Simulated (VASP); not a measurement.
Input of a VASP 6.6.1 run:

File POSCAR:

```
MnO2
1.0
    2.8179710399      0.0000000000      0.0000000000
   -1.4089855200      2.4404345078      0.0000000000
    0.0000000000      0.0000000000      4.5391857050
Mn O
1 2
Direct
    0.0000000000      0.0000000000      0.5000000000
    0.3333333333      0.6666666667      0.7062925700
    0.6666666667      0.3333333333      0.2937074300
```

File INCAR.step1:

```
ALGO     = Normal         # electronic algorithm
EDIFF    = 1E-4           # SCF threshold, eV
ENCUT    = 520            # plane-wave cutoff, eV
GGA      = PE             # functional
ISMEAR   = -1             # smearing method
ISPIN    = 2              # spin polarisation
LASPH    = T              # aspherical terms in the spheres
LCHARG   = F              # write CHGCAR
LMAXMIX  = 4              # l up to which the mixer works
LREAL    = F              # projectors in reciprocal space
LWAVE    = T              # write WAVECAR
MAGMOM   = 4 0 0          # initial moments
NBANDS   = 24             # bands
NELM     = 150            # most SCF steps
PREC     = Accurate       # precision mode
SIGMA    = 0.05           # smearing width, eV
```

INCAR.step2

```
ALGO     = Normal         # electronic algorithm
EDIFF    = 1E-7           # SCF threshold, eV
ENCUT    = 520            # plane-wave cutoff, eV
ISIF     = 2              # what is computed and relaxed
ISMEAR   = -1             # smearing method
ISPIN    = 2              # spin polarisation
ISTART   = 1            
LASPH    = T              # aspherical terms in the spheres
LCHARG   = T              # write CHGCAR
LELF     = T              # ELF
LMAXMIX  = 4              # l up to which the mixer works
LMIXTAU  = T            
LORBIT   = 11             # projections on sites
LREAL    = F              # projectors in reciprocal space
LVHAR    = T            
LWAVE    = F              # write WAVECAR
MAGMOM   = 4 0 0          # initial moments
METAGGA  = R2SCAN         # meta-GGA
NBANDS   = 24             # bands
NELM     = 150            # most SCF steps
PREC     = Accurate       # precision mode
SIGMA    = 0.05           # smearing width, eV
```

Contents of KPOINTS:

```
k-points
0
Gamma
  11 11 6
```

Potentials or basis: VASP PAW PBE potentials, release 64 (Mn_pv, O).

Command:

```console
$ cat potpaw_PBE.64/Mn_pv/POTCAR potpaw_PBE.64/O/POTCAR > POTCAR
$ cp INCAR.step1 INCAR
$ mpirun -np 1 vasp_std > vasp.out
$ cp INCAR.step2 INCAR
$ mpirun -np 1 vasp_std > vasp.out
```

**Question.** What does it give for the band gap on the k mesh?

**Answer.** 1.74 eV (least direct gap 1.81 eV).

**Question.** What does it give for the largest force?

**Answer.** 0.654 eV/Å.

**Question.** Predict the pressure.

**Answer.** 9.6 GPa.

**Question.** Estimate the net moment.

**Answer.** 3.00 μB per cell.

Stress tensor (GPa, compression positive):
```
11.00  0.00  0.00
 0.00 11.00  0.00
 0.00  0.00  6.87
```

Caveat: the cell stands under pressure; the PAW data sets were made with another functional, which shifts forces and pressure a little; a cell with one magnetic atom can't hold antiferromagnetic order, which such compounds often take. A k mesh can miss the band edges.
